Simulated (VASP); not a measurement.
# Cs in VASP: notebook

The runs below take Cs through single point, with PBE.

Program: VASP 6.6.1. These are calculated values, not measurements. Logs are shortened: lines on timing, memory, paths and dates and some standing lists are left out, and cuts for length are marked.

## 1. The cell of the first run

The cell holds a sheet with vacuum, 6 atoms: a = 13.208 Å, b = 13.208 Å, c = 24.275 Å, α = 90.00°, β = 90.00°, γ = 120.00°.

The cell was generated, and may not be a known phase.

## 2. Single point, PBE

Input file INCAR:

```
PREC = Accurate
ENCUT = 520
EDIFF = 1E-6
ISMEAR = 0
SIGMA = 0.1
LREAL = False
LASPH = True
NELM = 60
ALGO = Normal
ISIF = 2
LWAVE = False
LCHARG = False
LDIPOL = True
IDIPOL = 3
DIPOL = 0.5 0.5 0.309
GGA = PE
NBANDS = 36
```

Input file KPOINTS:

```
regular mesh
0
Gamma
  3 3 1
```

Input file POSCAR:

```
Cs
1.0
   13.2077470333      0.0000000000      0.0000000000
   -6.6038735166     11.4382444576      0.0000000000
    0.0000000000      0.0000000000     24.2745244000
Cs
6
Direct
    0.6667688229      1.0000000000      0.3409337854
    1.0000000000      0.6667688229      0.3409337854
    0.3332311771      0.3332311771      0.3409337854
    0.0000000000      0.3332311771      0.2769979917
    0.3332311771      1.0000000000      0.2769979917
    0.6667688229      0.6667688229      0.2769979917
```

Potentials or basis: VASP PAW PBE potentials, release 64 (Cs_sv).

Run with:

```bash
> cat potpaw_PBE.64/Cs_sv/POTCAR > POTCAR
> mpirun -np 1 vasp_std > vasp.out
```

OUTCAR:

```text
PREC = Accurate
   ENCUT = 520
   EDIFF = 1E-6
   ISMEAR = 0
   LREAL = False
   LASPH = True
   NELM = 60
   ISIF = 2
   GGA = PE

 ion  position               nearest neighbor table
   1  0.667  0.000  0.341-
   2  0.000  0.667  0.341-
   3  0.333  0.333  0.341-
   4  0.000  0.333  0.277-
   5  0.333  0.000  0.277-
   6  0.667  0.667  0.277-

  LATTYP: Found a hexagonal cell.
 ALAT       =    13.2077470333
 C/A-ratio  =     1.8379004639

  Lattice vectors:

 A1 = (  13.2077470333,   0.0000000000,   0.0000000000)
 A2 = (  -6.6038735166,  11.4382444576,   0.0000000000)
 A3 = (   0.0000000000,   0.0000000000,  24.2745244000)

Analysis of symmetry for initial positions (statically):
=====================================================================
 Subroutine PRICEL returns:
 Original cell was already a primitive cell.

 Routine SETGRP: Setting up the symmetry group for a
 hexagonal supercell.

 Subroutine GETGRP returns: Found 12 space group operations
 (whereof  6 operations were pure point group operations)
 out of a pool of 24 trial point group operations.

The static configuration has the point symmetry C_3v.
 The point group associated with its full space group is D_3d.

Analysis of symmetry for dynamics (positions and initial velocities):
=====================================================================
 Subroutine PRICEL returns:
 Original cell was already a primitive cell.

 Routine SETGRP: Setting up the symmetry group for a
 hexagonal supercell.

 Subroutine GETGRP returns: Found 12 space group operations
 (whereof  6 operations were pure point group operations)
 out of a pool of 24 trial point group operations.

The dynamic configuration has the point symmetry C_3v.
 The point group associated with its full space group is D_3d.

 Subroutine INISYM returns: Found 12 space group operations
 (whereof  6 operations are pure point group operations),
 and found     1 'primitive' translations

----------------------------------------------------------------------------------------

                                     Primitive cell

  volume of cell :    3667.2359

  direct lattice vectors                    reciprocal lattice vectors
    13.207747033  0.000000000  0.000000000     0.075713140  0.043713002  0.000000000
    -6.603873517 11.438244458  0.000000000     0.000000000  0.087426004  0.000000000
     0.000000000  0.000000000 24.274524400     0.000000000  0.000000000  0.041195452

  length of vectors
    13.207747033 13.207747033 24.274524400     0.087426004  0.087426004  0.041195452

  position of ions in fractional coordinates (direct lattice)
     0.666768823  0.000000000  0.340933785
     0.000000000  0.666768823  0.340933785
     0.333231177  0.333231177  0.340933785
     0.000000000  0.333231177  0.276997992
     0.333231177  0.000000000  0.276997992
     0.666768823  0.666768823  0.276997992

  ion indices of the primitive-cell ions
   primitive index   ion index
                 1           1
                 2           2
                 3           3
                 4           4
                 5           5
                 6           6

----------------------------------------------------------------------------------------

 KPOINTS: regular mesh

Automatic generation of k-mesh.
 Grid dimensions read from file:
 generate k-points for:    3    3    1

 Generating k-lattice:

  Cartesian coordinates                     Fractional coordinates (reciprocal lattice)
     0.025237713  0.014571001  0.000000000     0.333333333  0.000000000  0.000000000
     0.000000000  0.029142001  0.000000000     0.000000000  0.333333333  0.000000000
     0.000000000  0.000000000  0.041195452     0.000000000  0.000000000  1.000000000

  Length of vectors
     0.029142001  0.029142001  0.041195452

  Shift w.r.t. Gamma in fractional coordinates (k-lattice)
     0.000000000  0.000000000  0.000000000

 Subroutine IBZKPT returns following result:
 ===========================================

 Found      3 irreducible k-points:

 Following reciprocal coordinates:
            Coordinates               Weight
  0.000000  0.000000  0.000000      1.000000
  0.333333 -0.000000  0.000000      6.000000
  0.333333  0.333333  0.000000      2.000000
   k-points           NKPTS =      3   k-points in BZ     NKDIM =      3   number of bands    NBANDS=     36
   number of dos      NEDOS =    301   number of ions     NIONS =      6
   total plane-waves  NPLWV = ******
   dimension x,y,z NGX =    98 NGY =   98 NGZ =  192
   dimension x,y,z NGXF=   196 NGYF=  196 NGZF=  384
   ions per type =               6
   NGX,Y,Z   is equivalent  to a cutoff of  12.34, 12.34, 13.15 a.u.
   NGXF,Y,Z  is equivalent  to a cutoff of  24.67, 24.67, 26.30 a.u.
 SYSTEM =  unknown system
   PREC   = accura    normal or accurate (medium, high low for compatibility)
   ISTART =      0    job   : 0-new  1-cont  2-samecut
   ICHARG =      2    charge: 1-file 2-atom 10-const
   ISPIN  =      1    spin polarized calculation?
   LNONCOLLINEAR =      F non collinear calculations
   LSORBIT =      F    spin-orbit coupling
   LASPH  =      T    aspherical Exc in radial PAW
   ENCUT  =  520.0 eV  38.22 Ry    6.18 a.u.  24.56 24.56 45.13*2*pi/ulx,y,z
   NELM   =     60;   NELMIN=  2; NELMDL= -5     # of ELM steps
   EDIFF  = 0.1E-05   stopping-criterion for ELM
   LREAL  =      F    real-space projection
   EDIFFG = 0.1E-04   stopping-criterion for IOM
   NSW    =      0    number of steps for IOM
   IBRION =     -1    ionic relax: 0-MD 1-quasi-New 2-CG
   NFREE  =      0    steps in history (QN), initial steepest desc. (CG)
   ISIF   =      2    stress and relaxation
   ISYM   =      2    0-nonsym 1-usesym 2-fastsym
   POTIM  = 0.5000    time-step for ionic-motion
   TEBEG  =    0.0;   TEEND  =   0.0 temperature during run
   PSTRESS=    0.0 pullay stress
   NELECT =      54.0000    total number of electrons
   NUPDOWN=      -1.0000    fix difference up-down
   EMIN   =  10.00;   EMAX   =-10.00  energy-range for DOS
   EFERMI =   0.00;   METHOD = LEGACY
   ISMEAR =     0;   SIGMA  =   0.10  broadening in eV -4-tet -1-fermi 0-gaus
   EFERMI_NEDOS =   21; number of points for ismear=-14 and -15
   IALGO  =     38    algorithm
   IMIX   =      4    mixing-type and parameters
     AMIX     =   0.40;   BMIX     =  1.00
     AMIX_MAG =   1.60;   BMIX_MAG =  1.00
  volume/ion in A,a.u.               =     611.21      4124.62
  Fermi-wavevector in a.u.,A,eV,Ry     =   0.401261  0.758272  2.190674  0.161010
  Thomas-Fermi vector in A             =   1.350726
   LORBIT       =      0    0 simple, 1 ext, 2 COOP (PROOUT), +10 PAW based schemes
   GGA     = PE    functional components
   LHFCALC =     F    Hartree Fock is set to
   AEXX    =    0.0000 exact exchange contribution
   IVDW    =     0    specifies the selected vdW correction
   LEPSILON=     F    determine dielectric tensor
   LRPA    =     F    only Hartree local field effects (RPA)
 non-spin polarized calculation
 Gauss-broadening in eV      SIGMA  =   0.10
  energy-cutoff  :      520.00
  volume of cell :     3667.24
 maximum number of plane-waves:     98796
 NGX is ok and might be reduce to    98
   NGX = 49   NGY = 49   NGZ = 91

 dipolmoment           0.000000      0.000000      0.000016 electrons x Angstroem

 number of electron      53.9999999 magnetization

 dipolmoment           0.000000      0.000000     -0.000017 electrons x Angstroem

 Free energy of the ion-electron system (eV)
  ---------------------------------------------------
  ext. energy  EPLUGINS =         0.00000000
  ---------------------------------------------------
  free energy    TOTEN  =        -3.12174603 eV

  energy without entropy =       -3.07872097  energy(sigma->0) =       -3.10023350

 E-fermi :  -1.4220     XC(G=0):  -1.5657

 val. band max:       -1.7007552609   @ k =   0.3333  -0.0000   0.0000
 cond. band min:      -1.3796223247   @ k =   0.0000   0.0000   0.0000
 fundamental gap:      0.3211329361
 Fermi energy:        -1.4219956181

 k-point     1 :       0.0000    0.0000    0.0000
  band No.  band energies     occupation
      1     -25.8477      2.00000
      2     -25.8358      2.00000
      3     -25.8358      2.00000
      4     -25.8357      2.00000
      5     -25.8357      2.00000
      6     -25.8237      2.00000
      7     -12.7470      2.00000
      8     -12.7465      2.00000
      9     -12.7211      2.00000
     10     -12.7211      2.00000
     11     -12.7011      2.00000
     12     -12.7011      2.00000
     13     -12.7009      2.00000
     14     -12.7009      2.00000
     15     -12.6558      2.00000
     16     -12.6514      2.00000
     17     -12.5901      2.00000
     18     -12.5901      2.00000
     19     -12.5900      2.00000
     20     -12.5900      2.00000
     21     -12.5520      2.00000
     22     -12.5520      2.00000
     23     -12.5273      2.00000
     24     -12.5271      2.00000
     25      -2.6038      2.00000
     26      -1.3796      0.54901
     27      -1.3796      0.54901
     28      -1.3791      0.54369
     29      -1.3791      0.54369
     30      -1.1127      0.00001
     31      -1.1120      0.00001
     32      -1.0533      0.00000
     33      -0.4180      0.00000
     34      -0.4178      0.00000
     35      -0.4176      0.00000
     36      -0.4175      0.00000

 k-point     2 :       0.3333   -0.0000    0.0000
  band No.  band energies     occupation
      1     -25.8458      2.00000
      2     -25.8411      2.00000
      3     -25.8392      2.00000
      4     -25.8322      2.00000
      5     -25.8303      2.00000
      6     -25.8256      2.00000
      7     -12.7409      2.00000
      8     -12.7401      2.00000
      9     -12.7273      2.00000
     10     -12.7227      2.00000
     11     -12.7176      2.00000
     12     -12.7172      2.00000
     13     -12.6862      2.00000
     14     -12.6819      2.00000
     15     -12.6641      2.00000
     16     -12.6396      2.00000
     17     -12.6157      2.00000
     18     -12.6108      2.00000
     19     -12.5679      2.00000
     20     -12.5672      2.00000
     21     -12.5548      2.00000
     22     -12.5458      2.00000
     23     -12.5334      2.00000
     24     -12.5327      2.00000
     25      -2.4395      2.00000
     26      -1.9807      2.00000
     27      -1.7008      1.99992
     28      -1.3491      0.30251
     29      -0.9807      0.00000
     30      -0.8811      0.00000
     31      -0.8567      0.00000
     32      -0.7470      0.00000
     33      -0.7153      0.00000
     34      -0.5662      0.00000
     35      -0.5549      0.00000
     36      -0.4450      0.00000

 k-point     3 :       0.3333    0.3333    0.0000
  band No.  band energies     occupation
      1     -25.8427      2.00000
      2     -25.8426      2.00000
      3     -25.8426      2.00000
      4     -25.8288      2.00000
      5     -25.8288      2.00000
      6     -25.8288      2.00000
      7     -12.7342      2.00000
      8     -12.7337      2.00000
      9     -12.7337      2.00000
     10     -12.7234      2.00000
     11     -12.7234      2.00000
     12     -12.7229      2.00000
     13     -12.6759      2.00000
     14     -12.6759      2.00000
     15     -12.6759      2.00000
     16     -12.6241      2.00000
     17     -12.6241      2.00000
     18     -12.6241      2.00000
     19     -12.5592      2.00000
     20     -12.5590      2.00000
     21     -12.5590      2.00000
     22     -12.5392      2.00000
     23     -12.5392      2.00000
     24     -12.5389      2.00000
     25      -2.1307      2.00000
     26      -2.1300      2.00000
     27      -2.1300      2.00000
     28      -0.9374      0.00000
     29      -0.9368      0.00000
     30      -0.9368      0.00000
     31      -0.7869      0.00000
     32      -0.7863      0.00000
     33      -0.7863      0.00000
     34      -0.5771      0.00000
     35      -0.5768      0.00000
     36      -0.5768      0.00000

------------------------ aborting loop because EDIFF is reached ----------------------------------------

 vacuum level on the upper side and lower side of the slab       (xc-potential included)        -0.109        -0.109

  FORCE on cell =-STRESS in cart. coord.  units (eV):
  Direction    XX          YY          ZZ          XY          YZ          ZX
  --------------------------------------------------------------------------------------
  -------------------------------------------------------------------------------------
  Total        1.3883505      1.3883505      0.6056463      0.0000000      0.0000000     -0.0000000
  in kB        0.6065559      0.6065559      0.2646006      0.0000000      0.0000000     -0.0000000
  external PRESSURE =       0.4925708 kB  Pullay stress =       0.0000000 kB

 VOLUME and BASIS-vectors are now :
 -----------------------------------------------------------------------------
  energy-cutoff  :      520.00
  volume of cell :     3667.24
      direct lattice vectors                 reciprocal lattice vectors
    13.207747033  0.000000000  0.000000000     0.075713140  0.043713002  0.000000000
    -6.603873517 11.438244458  0.000000000     0.000000000  0.087426004  0.000000000
     0.000000000  0.000000000 24.274524400     0.000000000  0.000000000  0.041195452

 POSITION                                       TOTAL-FORCE (eV/Angst)
 -----------------------------------------------------------------------------------
      8.80651      0.00000      8.27601        -0.001234      0.000000      0.136707
     -4.40326      7.62666      8.27601         0.000617     -0.001068      0.136707
      2.20062      3.81158      8.27601         0.000617      0.001068      0.136707
     -2.20062      3.81158      6.72399        -0.000617      0.001068     -0.136707
      4.40123      0.00000      6.72399         0.001234      0.000000     -0.136707
      4.40326      7.62666      6.72399        -0.000617     -0.001068     -0.136707
 -----------------------------------------------------------------------------------
    total drift:                               -0.000000     -0.000000     -0.000028

  FREE ENERGIE OF THE ION-ELECTRON SYSTEM (eV)
  ---------------------------------------------------
  free  energy   TOTEN  =        -3.1217460275 eV

  energy  without entropy=       -3.0787209711  energy(sigma->0) =       -3.10023350

 vacuum level on the upper side and lower side of the slab         0.440         0.440
```

Wall time 12 min (1 thread of Intel Xeon 6975P-C (Granite Rapids), shared host); peak memory 2.6 GiB.

Results:

* Free energy: -3.1217 eV
* Largest force: 0.137 eV/Å
* Band gap on the k mesh: zero (filled and empty bands touch)

Forces on the atoms (eV/Å):
```
Cs  -0.001  0.000  0.137
Cs   0.001 -0.001  0.137
Cs   0.001  0.001  0.137
Cs  -0.001  0.001 -0.137
Cs   0.001  0.000 -0.137
Cs  -0.001 -0.001 -0.137
```

Caveat: spin-orbit coupling is left out, which moves the levels of the heavy elements.

## 3. Single point, PBE

This run uses another cell than the first one.

Input file INCAR:

```
SYSTEM = Cs
PREC = Accurate
ENCUT = 520
EDIFF = 1E-6
ISMEAR = 0
SIGMA = 0.1
LREAL = .FALSE.
LASPH = .TRUE.
NELM = 100
ALGO = Normal
ISIF = 2
LWAVE = .FALSE.
LCHARG = .TRUE.
LDIPOL = .TRUE.
IDIPOL = 3
DIPOL = 0.5 0.5 0.279
GGA = PE
LELF = .TRUE.
LVHAR = .TRUE.
LVACPOTAV = .TRUE.
NBANDS = 36
```

Input file KPOINTS:

```
regular mesh
0
G
  3 3 1
  0 0 0
```

Input file POSCAR:

```
Cs
1.0
   13.0937161004      0.0000000000      0.0000000000
   -6.5468580502     11.3394907729      0.0000000000
    0.0000000000      0.0000000000     26.9040219684
Cs
6
Direct
    0.6666839874      1.0000000000      0.3310587470
    1.0000000000      0.6666839874      0.3310587470
    0.3333160126      0.3333160126      0.3310587470
    0.0000000000      0.3333160126      0.2264787103
    0.3333160126      1.0000000000      0.2264787103
    0.6666839874      0.6666839874      0.2264787103
```

Potentials or basis: VASP PAW PBE potentials, release 64 (Cs_sv).

Run with:

```bash
> cat potpaw_PBE.64/Cs_sv/POTCAR > POTCAR
> mpirun -np 1 vasp_std > vasp.out
```

Wall time 14 min (1 thread of Intel Xeon 6975P-C (Granite Rapids), shared host); peak memory 2.8 GiB.

The run converged. Its results:

```
Free energy            : -3.4455 eV
Largest force          : 0.007 eV/Å
Band gap on the k mesh : zero (filled and empty bands touch)
```

Forces on the atoms (eV/Å):
```
Cs   0.000  0.000  0.007
Cs   0.000  0.000  0.007
Cs   0.000  0.000  0.007
Cs   0.000  0.000 -0.007
Cs   0.000  0.000 -0.007
Cs   0.000  0.000 -0.007
```

Levels at points of the mesh, in eV from the Fermi level:
| k point | band 24 | band 25 | band 26 | band 27 | band 28 | band 29 | band 30 | band 31 |
| --- | --- | --- | --- | --- | --- | --- | --- | --- |
| (0.00, 0.00, 0.00) | -11.17 | -1.11 | 0.06 | 0.06 | 0.06 | 0.06 | 0.08 | 0.39 |

Caveat: spin-orbit coupling is left out, which moves the levels of the heavy elements.

The gap in the log of VASP goes by the Fermi energy; the results here count the filled bands.